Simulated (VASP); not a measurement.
Here is a VASP 6.6.1 calculation.

INCAR

```
PREC = Accurate
ENCUT = 520
EDIFF = 1E-6
ISMEAR = -1
SIGMA = 0.15
LREAL = False
LASPH = True
NELM = 60
ALGO = Fast
ISIF = 2
LWAVE = False
LCHARG = True
LELF = True
LVHAR = True
NBANDS = 11
```

The input KPOINTS:

```
regular mesh
0
Gamma
  14 14 14
```

The input POSCAR:

```
Ca
1.0
    0.0000000000      2.6724691957      2.6724691957
    2.6724691957      0.0000000000      2.6724691957
    2.6724691957      2.6724691957      0.0000000000
Ca
1
Direct
    0.0000000000      0.0000000000      0.0000000000
```

Potentials or basis: VASP PAW LDA potentials, release 64 (Ca_sv).

Launch:

```console
$ cat potpaw_LDA.64/Ca_sv/POTCAR > POTCAR
$ mpirun -np 1 vasp_std > vasp.out
```

**Question.** What does it give for the pressure?

**Answer.** 0.0 GPa.

**Question.** Predict the band gap on the k mesh.

**Answer.** Zero (bands 5 and 6 overlap by 0.11 eV).
